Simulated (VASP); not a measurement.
# C (P6_3/mmc) in VASP: further runs, part 2 of 2

VASP 6.6.1. Earlier steps stand in the parts before.

## (4) Relaxation of cell and atoms, PBE, target pressure 20 GPa, at which the enthalpy is minimised

This run uses another cell than the first one, of 7.30 Å³/atom.

Contents of INCAR:

```
SYSTEM = C
ALGO = Normal ; EDIFF = 1E-6
EDIFFG = -0.008 ; ENCUT = 600
GGA = PE ; IBRION = 2
ISIF = 3 ; ISMEAR = 0
LASPH = .True. ; LCHARG = .False.
LREAL = .False. ; LWAVE = .False.
NELM = 60 ; NSW = 70
PREC = Accurate ; PSTRESS = 200.0
SIGMA = 0.1
```

Contents of KPOINTS:

```
k-points
0
Gamma
  21 21 8
  0 0 0
```

Contents of POSCAR:

```
C
1.0
    2.3829869465      0.0000000000      0.0000000000
   -1.1914934732      2.0637272326      0.0000000000
    0.0000000000      0.0000000000      5.9355121232
C
4
Direct
    0.0000000000      0.0000000000      0.2500000000
    0.0000000000      0.0000000000      0.7500000000
    0.3333333333      0.6666666667      0.2500000000
    0.6666666667      0.3333333333      0.7500000000
```

Potentials or basis: VASP PAW PBE potentials, release 64 (C).

Started as:

```
$ cat potpaw_PBE.64/C/POTCAR > POTCAR
$ mpirun -np 1 vasp_std > vasp.out
```

OUTCAR:

```text
SYSTEM = C
   EDIFF = 1E-6
   EDIFFG = -0.008
   ENCUT = 600
   GGA = PE
   IBRION = 2
   ISIF = 3
   ISMEAR = 0
   LASPH = .True.
   LREAL = .False.
   NELM = 60
   NSW = 70
   PREC = Accurate
   PSTRESS = 200.0

 ion  position               nearest neighbor table
   1  0.000  0.000  0.250-   3 1.38   3 1.38   3 1.38
   2  0.000  0.000  0.750-   4 1.38   4 1.38   4 1.38
   3  0.333  0.667  0.250-   1 1.38   1 1.38   1 1.38
   4  0.667  0.333  0.750-   2 1.38   2 1.38   2 1.38

  LATTYP: Found a hexagonal cell.
 ALAT       =     2.3829869465
 C/A-ratio  =     2.4907866709

  Lattice vectors:

 A1 = (   2.3829869465,   0.0000000000,   0.0000000000)
 A2 = (  -1.1914934732,   2.0637272326,   0.0000000000)
 A3 = (   0.0000000000,   0.0000000000,   5.9355121232)

Analysis of symmetry for initial positions (statically):
=====================================================================
 Subroutine PRICEL returns:
 Original cell was already a primitive cell.

 Routine SETGRP: Setting up the symmetry group for a
 hexagonal supercell.

 Subroutine GETGRP returns: Found 24 space group operations
 (whereof 12 operations were pure point group operations)
 out of a pool of 24 trial point group operations.

The static configuration has the point symmetry D_3d.
 The point group associated with its full space group is D_6h.

Analysis of symmetry for dynamics (positions and initial velocities):
=====================================================================
 Subroutine PRICEL returns:
 Original cell was already a primitive cell.

 Routine SETGRP: Setting up the symmetry group for a
 hexagonal supercell.

 Subroutine GETGRP returns: Found 24 space group operations
 (whereof 12 operations were pure point group operations)
 out of a pool of 24 trial point group operations.

The dynamic configuration has the point symmetry D_3d.
 The point group associated with its full space group is D_6h.

 Subroutine INISYM returns: Found 24 space group operations
 (whereof 12 operations are pure point group operations),
 and found     1 'primitive' translations

----------------------------------------------------------------------------------------

                                     Primitive cell

  volume of cell :      29.1899

  direct lattice vectors                    reciprocal lattice vectors
     2.382986946  0.000000000  0.000000000     0.419641409  0.242280080  0.000000000
    -1.191493473  2.063727233  0.000000000     0.000000000  0.484560161  0.000000000
     0.000000000  0.000000000  5.935512123     0.000000000  0.000000000  0.168477459

  length of vectors
     2.382986946  2.382986947  5.935512123     0.484560161  0.484560161  0.168477459

  position of ions in fractional coordinates (direct lattice)
     0.000000000  0.000000000  0.250000000
     0.000000000  0.000000000  0.750000000
     0.333333333  0.666666667  0.250000000
     0.666666667  0.333333333  0.750000000

  ion indices of the primitive-cell ions
   primitive index   ion index
                 1           1
                 2           2
                 3           3
                 4           4

----------------------------------------------------------------------------------------

 KPOINTS: k-points

Automatic generation of k-mesh.
 Grid dimensions read from file:
 generate k-points for:   21   21    8
[... 68 lines left out ...]
   IBRION =      2    ionic relax: 0-MD 1-quasi-New 2-CG
   NFREE  =      1    steps in history (QN), initial steepest desc. (CG)
   ISIF   =      3    stress and relaxation
   ISYM   =      2    0-nonsym 1-usesym 2-fastsym
   POTIM  = 0.5000    time-step for ionic-motion
   TEBEG  =    0.0;   TEEND  =   0.0 temperature during run
   PSTRESS=  200.0 pullay stress
   NELECT =      16.0000    total number of electrons
   NUPDOWN=      -1.0000    fix difference up-down
   EMIN   =  10.00;   EMAX   =-10.00  energy-range for DOS
   EFERMI =   0.00;   METHOD = LEGACY
   ISMEAR =     0;   SIGMA  =   0.10  broadening in eV -4-tet -1-fermi 0-gaus
   EFERMI_NEDOS =   21; number of points for ismear=-14 and -15
   IALGO  =     38    algorithm
   IMIX   =      4    mixing-type and parameters
     AMIX     =   0.40;   BMIX     =  1.00
     AMIX_MAG =   1.60;   BMIX_MAG =  1.00
  volume/ion in A,a.u.               =       7.30        49.25
  Fermi-wavevector in a.u.,A,eV,Ry     =   1.339792  2.531840 24.423044  1.795043
  Thomas-Fermi vector in A             =   2.468156
   LORBIT       =      0    0 simple, 1 ext, 2 COOP (PROOUT), +10 PAW based schemes
   GGA     = PE    functional components
   LHFCALC =     F    Hartree Fock is set to
   AEXX    =    0.0000 exact exchange contribution
   IVDW    =     0    specifies the selected vdW correction
   LEPSILON=     F    determine dielectric tensor
   LRPA    =     F    only Hartree local field effects (RPA)
 conjugate gradient relaxation of ions
 non-spin polarized calculation
 Gauss-broadening in eV      SIGMA  =   0.10
  energy-cutoff  :      600.00
  volume of cell :       29.19
 maximum number of plane-waves:       988
 NGX is ok and might be reduce to    20
   NGX =  9   NGY =  9   NGZ = 23

--------------------------------------- Ionic step        1  -------------------------------------------

 number of electron      16.0000000 magnetization

 Free energy of the ion-electron system (eV)
  ---------------------------------------------------
  ext. energy  EPLUGINS =         0.00000000
  ---------------------------------------------------
  free energy    TOTEN  =       -36.32964428 eV

  energy without entropy =      -36.32914453  energy(sigma->0) =      -36.32939440

------------------------ aborting loop because EDIFF is reached ----------------------------------------

  FORCE on cell =-STRESS in cart. coord.  units (eV):
  Direction    XX          YY          ZZ          XY          YZ          ZX
  --------------------------------------------------------------------------------------
  -------------------------------------------------------------------------------------
  Total        9.9813582      9.9813582      2.3324832      0.0000000     -0.0000000     -0.0000000
  in kB      547.8580775    547.8580776    128.0256380      0.0000000     -0.0000000     -0.0000000
  external PRESSURE =     207.9139310 kB  Pullay stress =     200.0000000 kB
[... 103 lines left out ...]
  energy  without entropy=      -36.6093308173  energy(sigma->0) =      -36.60957367

  enthalpy is  TOTEN    =       -32.8185993659 eV   P V=        3.7912171662

[... ionic steps 4 to 7 ...]

--------------------------------------- Ionic step        8  -------------------------------------------

 number of electron      16.0000000 magnetization

------------------------ aborting loop because EDIFF is reached ----------------------------------------
[... 75 lines left out ...]
--------------------------------------- Ionic step       10  -------------------------------------------

 number of electron      16.0000000 magnetization

 Free energy of the ion-electron system (eV)
  ---------------------------------------------------
  ext. energy  EPLUGINS =         0.00000000
  ---------------------------------------------------
  free energy    TOTEN  =       -36.46762074 eV

  energy without entropy =      -36.46721941  energy(sigma->0) =      -36.46742007

 E-fermi :   6.5109     XC(G=0): -11.5889

 val. band max:        6.5061275932   @ k =   0.3333   0.3333   0.2500
 cond. band min:       6.5336284665   @ k =   0.3333   0.3333   0.5000
 fundamental gap:      0.0275008733
 Fermi energy:         6.5109090437

 k-point     1 :       0.0000    0.0000    0.0000
  band No.  band energies     occupation
      1     -13.7161      2.00000
      2     -12.7358      2.00000
      3      -3.1304      2.00000
      4       1.1351      2.00000
      5       3.5824      2.00000
      6       3.5824      2.00000
      7       3.6708      2.00000
      8       3.6708      2.00000
      9      12.8277      0.00000
     10      15.1163      0.00000
     11      15.1163      0.00000
     12      15.3113      0.00000
[... 331 lines left out ...]
 k-point    24 :       0.1905    0.0952    0.0000
  band No.  band energies     occupation
      1     -12.1534      2.00000
      2     -11.2475      2.00000
      3      -1.2352      2.00000
      4      -0.7499      2.00000
      5      -0.4364      2.00000
      6       0.9456      2.00000
      7       1.1581      2.00000
      8       2.7741      2.00000
      9      13.4337      0.00000
     10      14.4856      0.00000
     11      14.7717      0.00000
     12      15.5588      0.00000

 [... further k-points ...]

------------------------ aborting loop because EDIFF is reached ----------------------------------------

  FORCE on cell =-STRESS in cart. coord.  units (eV):
  Direction    XX          YY          ZZ          XY          YZ          ZX
  --------------------------------------------------------------------------------------
  -------------------------------------------------------------------------------------
  Total        3.6203039      3.6203039      3.6051112      0.0000000      0.0000000      0.0000000
  in kB      200.0699171    200.0699171    199.2303168      0.0000000      0.0000000      0.0000000
  external PRESSURE =      -0.2099497 kB  Pullay stress =     200.0000000 kB
[... 23 lines left out ...]
  energy  without entropy=      -36.4672194094  energy(sigma->0) =      -36.46742007

  enthalpy is  TOTEN    =       -32.8485820122 eV   P V=        3.6190387283

 reached required accuracy - stopping structural energy minimisation
```

It took 2.9 min on 1 thread of Intel Xeon 6975P-C (Granite Rapids), shared host; peak memory 0.2 GiB.

Results:

- Free energy: -36.4676 eV
- Relaxed volume: 7.25 Å³/atom
- Relaxed cell: a = 2.433 Å, b = 2.433 Å, c = 5.656 Å, α = 90.00°, β = 90.00°, γ = 120.00°
- Space group after relaxing (to 0.1 Å): P6_3/mmc (No. 194)
- Energy change on relaxing (the run minimises the enthalpy): -34.5 meV/atom
- Ionic steps: 10
- Pressure after relaxing: 20.0 GPa
- Band gap on the k mesh: zero (bands 8 and 9 overlap by 0.16 eV)

Step by step:
```
step  energy change (eV)  largest force (eV/Å)  pressure (GPa)  volume (Å³)
   1              0.0000                0.0000           40.79        29.19
   2              0.1159                0.0000          -26.82        33.29
   3             -0.2802                0.0000           15.99        30.37
   4             -0.2726                0.0000           17.20        30.31
   5             -0.2361                0.0000           17.93        29.89
   6             -0.1510                0.0000           19.56        29.10
   7             -0.1358                0.0000           19.85        28.97
   8             -0.1391                0.0000           19.77        29.00
   9             -0.1338                0.0000           20.63        28.96
  10             -0.1380                0.0000           19.98        28.99
```

Final structure:
```
C
1.0
     2.43286    0.00000    0.00000
    -1.21643    2.10692    0.00000
     0.00000    0.00000    5.65600
C
4
Direct
  0.00000 0.00000 0.25000
  0.00000 0.00000 0.75000
  0.33333 0.66667 0.25000
  0.66667 0.33333 0.75000
```

Caveat: the cell is relaxed towards a set pressure, so the run minimises the enthalpy, not the energy; this functional lacks dispersion, which binds the layers, so the pressure and a relaxed spacing across them are unreliable.

## (5) Relaxation of cell and atoms, PBE, target pressure 10 GPa, at which the enthalpy is minimised

This run uses another cell than the first one, of 7.84 Å³/atom.

Contents of INCAR:

```
ALGO = Normal
EDIFF = 1E-6
EDIFFG = -0.008
ENCUT = 600
GGA = PE
IBRION = 2
ISIF = 3
ISMEAR = 0
LASPH = T
LCHARG = F
LREAL = F
LWAVE = F
NELM = 60
NSW = 70
PREC = Accurate
PSTRESS = 100.0
SIGMA = 0.1
```

Contents of KPOINTS:

```
k-points
0
Gamma
  21 21 8
```

Contents of POSCAR:

```
C
1.0
    2.3912924847      0.0000000000      0.0000000000
   -1.1956462423      2.0709200396      0.0000000000
    0.0000000000      0.0000000000      6.3349367564
C
4
Direct
    0.0000000000      0.0000000000      0.2500000000
    0.0000000000      0.0000000000      0.7500000000
    0.3333333333      0.6666666667      0.2500000000
    0.6666666667      0.3333333333      0.7500000000
```

Started as:

```
$ cat potpaw_PBE.64/C/POTCAR > POTCAR
$ mpirun -np 1 vasp_std > vasp.out
```

Wall time 4.1 min (1 thread of Intel Xeon 6975P-C (Granite Rapids), shared host); peak memory 0.22 GiB.

Results (log left out):

- Free energy: -36.7017 eV
- Relaxed volume: 7.88 Å³/atom
- Relaxed cell: a = 2.448 Å, b = 2.448 Å, c = 6.073 Å, α = 90.00°, β = 90.00°, γ = 120.00°
- Space group after relaxing (to 0.1 Å): P6_3/mmc (No. 194)
- Energy change on relaxing (the run minimises the enthalpy): -46.5 meV/atom
- Ionic steps: 12
- Pressure after relaxing: 10.0 GPa
- Band gap on the k mesh: zero (bands 8 and 9 overlap by 0.08 eV)

The path:
```tsv
step	energy change (eV)	largest force (eV/Å)	pressure (GPa)	volume (Å³)
1	0.0000	0.0000	32.70	31.37
2	0.3835	0.0000	-33.18	36.60
3	-0.2571	0.0000	7.38	32.89
4	-0.2522	0.0000	8.66	32.81
5	-0.2504	0.0000	9.10	32.78
6	-0.2404	0.0000	9.27	32.55
7	-0.2056	0.0000	9.90	31.85
8	-0.1071	0.0000	11.60	30.45
9	-0.1880	0.0000	10.20	31.55
10	-0.1850	0.0000	10.30	31.50
11	-0.1907	0.0000	8.73	31.60
12	-0.1860	0.0000	10.01	31.52
```

Final structure:
```cif
data_structure
_symmetry_space_group_name_H-M 'P 1'
_symmetry_Int_Tables_number 1
_cell_length_a 2.4479
_cell_length_b 2.4479
_cell_length_c 6.0730
_cell_angle_alpha 90.000
_cell_angle_beta 90.000
_cell_angle_gamma 120.000
_cell_volume 31.52
loop_
_atom_site_label
_atom_site_type_symbol
_atom_site_fract_x
_atom_site_fract_y
_atom_site_fract_z
_atom_site_occupancy
C1 C 0.00000 0.00000 0.25000 1
C2 C 0.00000 0.00000 0.75000 1
C3 C 0.33333 0.66667 0.25000 1
C4 C 0.66667 0.33333 0.75000 1
```

Levels at points of the mesh, in eV from the Fermi level:
```csv
k point,band 4,band 5,band 6,band 7,band 8,band 9,band 10,band 11,band 12
"(0.00, 0.00, 0.00)",-5.96,-2.97,-2.97,-2.92,-2.92,5.29,8.48,8.48,8.59
"(0.00, 0.00, 0.50)",-7.72,-2.94,-2.94,-2.94,-2.94,8.53,8.53,8.53,8.53
```

Caveat: the cell is relaxed towards a set pressure, so the run minimises the enthalpy, not the energy; this functional lacks dispersion, which binds the layers, so the pressure and a relaxed spacing across them are unreliable.

## (6) Summary

```tsv
task	cell	k mesh	cutoff (eV)	gap on the mesh (eV)	pressure (GPa)
single point	a = 2.467, b = 2.467, c = 8.530 Å, angles 90.0, 90.0, 120.0°, 4 atoms	21 × 21 × 6	520	none	0.4
relaxation of cell and atoms	relaxed to 20 GPa from a = 2.383, b = 2.383, c = 5.936 Å, angles 90.0, 90.0, 120.0°, 4 atoms	21 × 21 × 8	600	none	20.0
relaxation of cell and atoms	relaxed to 10 GPa from a = 2.391, b = 2.391, c = 6.335 Å, angles 90.0, 90.0, 120.0°, 4 atoms	21 × 21 × 8	600	none	10.0
```

Alike in all rows: level PBE; potentials or basis VASP PAW PBE potentials, release 64 (C); no spin polarisation; smearing gaussian 0.1 eV.

Caveats: this functional lacks dispersion, which binds the layers, so the pressure and a relaxed spacing across them are unreliable; the cell is relaxed towards a set pressure, so the run minimises the enthalpy, not the energy (at least some runs).

Absolute energies hang on the potentials; compare differences alone.
